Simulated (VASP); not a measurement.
# Yb2SeS2 in VASP: single point with PBE

Aim: the single point of Yb2SeS2 with PBE.

Everything below comes from runs of VASP 6.6.1. Logs are shortened: lines on timing, memory, paths and dates and some standing lists are left out, and cuts for length are marked.

## (1) The cell of the first run

The cell holds a disordered packing, 5 atoms: a = 4.471 Å, b = 5.041 Å, c = 4.928 Å, α = 97.29°, β = 97.24°, γ = 76.56°.

## (2) Single point, PBE, collinear spin, zero start

File INCAR:

```
SYSTEM = Yb2SeS2
  PREC = Accurate
  ENCUT = 520
  EDIFF = 1E-7
  ISMEAR = -1
  SIGMA = 0.1
  LREAL = .False.
  LASPH = .True.
  NELM = 150
  ALGO = Normal
  ISIF = 2
  LWAVE = .False.
  LCHARG = .False.
  ISPIN = 2
  MAGMOM = 0 0 0 0 0
  LORBIT = 11
  LMAXMIX = 6
  GGA = PE
  NBANDS = 45
```

File KPOINTS:

```
Automatic mesh
0
Gamma
  5 5 5
  0.5 0 0.5
```

File POSCAR:

```
Yb2SeS2
1.0
    4.4027540000      0.7354620000     -0.2455240000
    0.3459260000      5.0286220000     -0.0591570000
   -0.2659600000     -0.5508360000      4.8900810000
Se Yb S
1 2 2
Direct
    0.4774400000      0.8258850000      0.5516990000
    0.4367520000      0.4245530000      0.0914680000
    0.9979180000      0.9786540000      0.8859430000
    0.9283610000      0.6791590000      0.3463810000
    0.2111880000      0.2930230000      0.5473210000
```

Potentials or basis: VASP PAW PBE potentials, release 64 (Se, Yb, S).

Command:

```console
$ cat potpaw_PBE.64/Se/POTCAR potpaw_PBE.64/Yb/POTCAR potpaw_PBE.64/S/POTCAR > POTCAR
$ mpirun -np 1 vasp_std > vasp.out
```

OUTCAR:

```text
SYSTEM = Yb2SeS2
   PREC = Accurate
   ENCUT = 520
   EDIFF = 1E-7
   ISMEAR = -1
   LREAL = .False.
   LASPH = .True.
   NELM = 150
   ISIF = 2
   ISPIN = 2
   LORBIT = 11
   GGA = PE

 ion  position               nearest neighbor table
   1  0.477  0.826  0.552-   4 2.29   5 2.38   4 2.76   3 2.78   2 2.86   3 2.87
   2  0.437  0.425  0.091-   4 2.71   5 2.79   5 2.80   1 2.86   4 2.87   3 3.13   3 3.22   3 3.30

   3  0.998  0.979  0.886-   1 2.78   5 2.82   1 2.87   4 2.90   4 2.96   2 3.13   2 3.22   2 3.30

   4  0.928  0.679  0.346-   1 2.29   5 2.32   2 2.71   1 2.76   2 2.87   3 2.90   3 2.96
   5  0.211  0.293  0.547-   4 2.32   1 2.38   2 2.79   2 2.80   3 2.82

  LATTYP: Found a triclinic cell.
 ALAT       =     5.0408534562
 B/A-ratio  =     1.1723484922
 C/A-ratio  =     0.9776497337
 COS(alpha) =     0.0128596982
 COS(beta)  =     0.1268495157
 COS(gamma) =     0.6772256848

  Lattice vectors:

 A1 = (  -0.3459260000,  -5.0286220000,   0.0591570000)
 A2 = (   4.0568280000,  -4.2931600000,  -0.1863670000)
 A3 = (  -0.2659600000,  -0.5508360000,   4.8900810000)

Analysis of symmetry for initial positions (statically):
=====================================================================
 Subroutine PRICEL returns:
 Original cell was already a primitive cell.

 Routine SETGRP: Setting up the symmetry group for a
 triclinic supercell.

 Subroutine GETGRP returns: Found  1 space group operations
 (whereof  1 operations were pure point group operations)
 out of a pool of  2 trial point group operations.

The static configuration has the point symmetry C_1 .

Analysis of symmetry for dynamics (positions and initial velocities):
=====================================================================
 Subroutine PRICEL returns:
 Original cell was already a primitive cell.

 Routine SETGRP: Setting up the symmetry group for a
 triclinic supercell.

 Subroutine GETGRP returns: Found  1 space group operations
 (whereof  1 operations were pure point group operations)
 out of a pool of  2 trial point group operations.

The dynamic configuration has the point symmetry C_1 .

Analysis of structural, dynamic, and magnetic symmetry:
=====================================================================
 Subroutine PRICEL returns:
 Original cell was already a primitive cell.

 Routine SETGRP: Setting up the symmetry group for a
 triclinic supercell.

 Subroutine GETGRP returns: Found  1 space group operations
 (whereof  1 operations were pure point group operations)
 out of a pool of  2 trial point group operations.

The overall configuration has the point symmetry C_1 .

 Subroutine INISYM returns: Found  1 space group operations
 (whereof  1 operations are pure point group operations),
 and found     1 'primitive' translations

----------------------------------------------------------------------------------------

                                     Primitive cell

  volume of cell :     106.6078

  direct lattice vectors                    reciprocal lattice vectors
     4.402754000  0.735462000 -0.245524000     0.230356443 -0.015719989  0.010757790
     0.345926000  5.028622000 -0.059157000    -0.032466919  0.201341115  0.020913975
    -0.265960000 -0.550836000  4.890081000     0.011173105  0.001646415  0.205288727

  length of vectors
     4.470506590  5.040853456  4.928189039     0.231142681  0.205011560  0.205599150

  position of ions in fractional coordinates (direct lattice)
     0.477440000  0.825885000  0.551699000
     0.436752000  0.424553000  0.091468000
     0.997918000  0.978654000  0.885943000
     0.928361000  0.679159000  0.346381000
     0.211188000  0.293023000  0.547321000

  ion indices of the primitive-cell ions
   primitive index   ion index
                 1           1
                 2           2
                 3           3
                 4           4
                 5           5

----------------------------------------------------------------------------------------

 KPOINTS: Automatic mesh

Automatic generation of k-mesh.
 Grid dimensions read from file:
 generate k-points for:    5    5    5

 Generating k-lattice:

  Cartesian coordinates                     Fractional coordinates (reciprocal lattice)
     0.046071289 -0.003143998  0.002151558     0.200000000  0.000000000 -0.000000000
    -0.006493384  0.040268223  0.004182795    -0.000000000  0.200000000  0.000000000
     0.002234621  0.000329283  0.041057745     0.000000000  0.000000000  0.200000000

  Length of vectors
     0.046228536  0.041002312  0.041119830

  Shift w.r.t. Gamma in fractional coordinates (k-lattice)
     0.500000000  0.000000000  0.500000000

 Subroutine IBZKPT returns following result:
 ===========================================

 Found     63 irreducible k-points:

 Following reciprocal coordinates:
            Coordinates               Weight
  0.100000 -0.000000  0.100000      2.000000
  0.300000 -0.000000  0.100000      2.000000
  0.500000 -0.000000  0.100000      2.000000
 -0.300000 -0.000000  0.100000      2.000000
 -0.100000  0.000000  0.100000      2.000000
  0.100000  0.200000  0.100000      2.000000
[... 16 lines left out ...]
  0.500000 -0.200000  0.100000      2.000000
 -0.300000 -0.200000  0.100000      2.000000
 [... further k-points ...]
   k-points           NKPTS =     63   k-points in BZ     NKDIM =     63   number of bands    NBANDS=     45
   number of dos      NEDOS =    301   number of ions     NIONS =      5
   total plane-waves  NPLWV =  57600
   dimension x,y,z NGX =    36 NGY =   40 NGZ =   40
   dimension x,y,z NGXF=    72 NGYF=   80 NGZF=   80
   ions per type =               1   2   2
   NGX,Y,Z   is equivalent  to a cutoff of  13.39, 13.19, 13.49 a.u.
   NGXF,Y,Z  is equivalent  to a cutoff of  26.77, 26.38, 26.99 a.u.
 SYSTEM =  Yb2SeS2
   PREC   = accura    normal or accurate (medium, high low for compatibility)
   ISTART =      0    job   : 0-new  1-cont  2-samecut
   ICHARG =      2    charge: 1-file 2-atom 10-const
   ISPIN  =      2    spin polarized calculation?
   LNONCOLLINEAR =      F non collinear calculations
   LSORBIT =      F    spin-orbit coupling
   LASPH  =      T    aspherical Exc in radial PAW
   ENCUT  =  520.0 eV  38.22 Ry    6.18 a.u.   8.31  9.37  9.16*2*pi/ulx,y,z
   NELM   =    150;   NELMIN=  2; NELMDL= -5     # of ELM steps
   EDIFF  = 0.1E-06   stopping-criterion for ELM
   LREAL  =      F    real-space projection
   EDIFFG = 0.1E-05   stopping-criterion for IOM
   NSW    =      0    number of steps for IOM
   IBRION =     -1    ionic relax: 0-MD 1-quasi-New 2-CG
   NFREE  =      0    steps in history (QN), initial steepest desc. (CG)
   ISIF   =      2    stress and relaxation
   ISYM   =      2    0-nonsym 1-usesym 2-fastsym
   POTIM  = 0.5000    time-step for ionic-motion
   TEBEG  =    0.0;   TEEND  =   0.0 temperature during run
   PSTRESS=    0.0 pullay stress
   NELECT =      66.0000    total number of electrons
   NUPDOWN=      -1.0000    fix difference up-down
   EMIN   =  10.00;   EMAX   =-10.00  energy-range for DOS
   EFERMI =   0.00;   METHOD = LEGACY
   ISMEAR =    -1;   SIGMA  =   0.10  broadening in eV -4-tet -1-fermi 0-gaus
   EFERMI_NEDOS =   21; number of points for ismear=-14 and -15
   IALGO  =     38    algorithm
   IMIX   =      4    mixing-type and parameters
     AMIX     =   0.40;   BMIX     =  1.00
     AMIX_MAG =   1.60;   BMIX_MAG =  1.00
  volume/ion in A,a.u.               =      21.32       143.88
  Fermi-wavevector in a.u.,A,eV,Ry     =   1.395275  2.636688 26.487726  1.946793
  Thomas-Fermi vector in A             =   2.518743
   LORBIT       =     11    0 simple, 1 ext, 2 COOP (PROOUT), +10 PAW based schemes
   GGA     = PE    functional components
   LHFCALC =     F    Hartree Fock is set to
   AEXX    =    0.0000 exact exchange contribution
   IVDW    =     0    specifies the selected vdW correction
   LEPSILON=     F    determine dielectric tensor
   LRPA    =     F    only Hartree local field effects (RPA)
 spin polarized calculation
  energy-cutoff  :      520.00
  volume of cell :      106.61
 maximum number of plane-waves:      2888
 NGX is ok and might be reduce to    36
   NGX = 17   NGY = 19   NGZ = 19

 number of electron      65.9999998 magnetization       0.0000068

 number of electron      65.9999998 magnetization      -0.0000029

 Free energy of the ion-electron system (eV)
  ---------------------------------------------------
  ext. energy  EPLUGINS =         0.00000000
  ---------------------------------------------------
  free energy    TOTEN  =       -20.50413373 eV

  energy without entropy =      -20.36095605  energy(sigma->0) =      -20.43254489

 E-fermi :   5.1675     XC(G=0): -10.5321

 val. band max:        5.1654488109   @ k =   0.5000   0.4000   0.3000
 cond. band min:       5.1688050594   @ k =   0.5000  -0.4000   0.3000
 fundamental gap:      0.0033562484
 Fermi energy:         5.1674998355

 spin component 1

 k-point     1 :       0.1000   -0.0000    0.1000
  band No.  band energies     occupation
      1     -46.7199      1.00000
      2     -46.6566      1.00000
      3     -19.4682      1.00000
      4     -19.2058      1.00000
      5     -19.0763      1.00000
      6     -19.0447      1.00000
[... 1141 lines left out ...]
     44      10.9567      0.00000
     45      11.5441      0.00000

 [... further k-points ...]

 spin component 2

 k-point     1 :       0.1000   -0.0000    0.1000
  band No.  band energies     occupation
      1     -46.7199      1.00000
      2     -46.6566      1.00000
      3     -19.4682      1.00000
      4     -19.2058      1.00000
      5     -19.0763      1.00000
      6     -19.0447      1.00000
[... 1141 lines left out ...]
     44      10.9567      0.00000
     45      11.5439      0.00000

 [... further k-points ...]
[... 5 lines left out ...]
  --------------------------------------------------------------------------------------
  -------------------------------------------------------------------------------------
  Total       16.0950257      9.7677260      0.0643708     -4.7120683      0.9844091     -3.1764295
  in kB      241.8875193    146.7963486      0.9674102    -70.8163209     14.7944017    -47.7376473
  external PRESSURE =     129.8837594 kB  Pullay stress =       0.0000000 kB

 VOLUME and BASIS-vectors are now :
 -----------------------------------------------------------------------------
  energy-cutoff  :      520.00
  volume of cell :      106.61
      direct lattice vectors                 reciprocal lattice vectors
     4.402754000  0.735462000 -0.245524000     0.230356443 -0.015719989  0.010757790
     0.345926000  5.028622000 -0.059157000    -0.032466919  0.201341115  0.020913975
    -0.265960000 -0.550836000  4.890081000     0.011173105  0.001646415  0.205288727

 POSITION                                       TOTAL-FORCE (eV/Angst)
 -----------------------------------------------------------------------------------
      2.24102      4.20031      2.53177        -0.475497     -0.015257      2.694285
      2.04545      2.40575      0.31494         0.598999      0.434581      0.382147
      4.49650      5.16720      4.02943        -0.688742     -0.607777     -0.241698
      4.23016      3.90721      1.42572         0.853340      0.565584     -2.869772
      0.88561      1.32734      2.60726        -0.288100     -0.377131      0.035037
 -----------------------------------------------------------------------------------
    total drift:                               -0.000370      0.000280      0.000764

  FREE ENERGIE OF THE ION-ELECTRON SYSTEM (eV)
  ---------------------------------------------------
  free  energy   TOTEN  =       -20.5041337335 eV

  energy  without entropy=      -20.3609560526  energy(sigma->0) =      -20.43254489

 total charge

# of ion       s       p       d       f       tot
--------------------------------------------------
    1        1.507   2.302   0.103   0.000   3.912
    2        2.165   6.022   0.468  13.604  22.259
    3        2.173   6.014   0.440  13.612  22.239
    4        1.376   2.331   0.000   0.000   3.707
    5        1.388   2.280   0.000   0.000   3.668
--------------------------------------------------
tot          8.610  18.949   1.011  27.215  55.786

 magnetization (x)

# of ion       s       p       d       f       tot
--------------------------------------------------
    1        0.000   0.000  -0.000   0.000   0.000
    2       -0.000  -0.000  -0.000   0.000  -0.000
    3       -0.000  -0.000  -0.000   0.000  -0.000
    4        0.000   0.000   0.000   0.000   0.000
    5        0.000   0.000   0.000   0.000   0.000
--------------------------------------------------
tot         -0.000  -0.000  -0.000   0.000  -0.000
```

It took 55 min on 1 thread of Intel Xeon Platinum 8259CL at 2.50GHz (Skylake/Cascade Lake), shared host; peak memory 0.62 GiB.

What came out:

```yaml
Free_energy: -20.5041 eV
Pressure: 13.0 GPa
Largest_force: 3.047 eV/Å
Band_gap_on_the_k_mesh: zero (filled and empty bands overlap)
Net_moment: 0.00 μB per cell
Valence_electrons_inside_the_program's_atomic_spheres: Se 3.91; Yb 22.26, 22.24; S 3.71, 3.67
```

Forces on the atoms (eV/Å):
```
Se  -0.475 -0.015  2.694
Yb   0.599  0.435  0.382
Yb  -0.689 -0.608 -0.242
S    0.853  0.566 -2.870
S   -0.288 -0.377  0.035
```

Stress tensor (GPa, compression positive):
```
24.19 -7.08 -4.77
-7.08 14.68  1.48
-4.77  1.48  0.10
```

Caveat: spin-orbit coupling is left out, which moves the levels of the heavy elements.
